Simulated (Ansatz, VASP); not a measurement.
ZnSe: VASP beside Ansatz

```
Se Zn
1.0
     0.00000    2.83380    2.83380
     2.83380    0.00000    2.83380
     2.83380    2.83380    0.00000
Se Zn
1 1
Cartesian
  4.2507 4.2507 4.2507
  0.0000 0.0000 0.0000
```

Alike in both runs: functional B3LYP; k mesh 4 × 4 × 4; occupations fermi-dirac, width 0.05 eV; no spin polarisation.

```csv
,VASP,Ansatz
version,VASP 6.6.1,Ansatz 0.2.0
potentials or method,"VASP PAW PBE potentials, release 64 (Se, Zn)",Ansatz PAW
plane-wave cutoff (eV),520,420
valence electrons in the cell,18,28
task,single point,band structure
```

|  | VASP | Ansatz | Ansatz less VASP |
| --- | --- | --- | --- |
| gap on the k mesh at the Fermi level (eV) | 2.74 | 2.67 | -0.067 |
| least direct gap on the mesh (eV) | 2.74 | 2.67 | -0.067 |
| pressure (GPa) | 4.1 | 4.1 | +0.05 |

VASP's potentials were made for PBE, not for B3LYP. With one functional, cell and mesh, what is left measures potentials, basis and numerics. VASP's potentials hold 18 valence electrons a cell and Ansatz's 28, so a difference there can come from the potentials and not from the codes.

The k mesh is coarse, so the values compare programs but aren't converged.
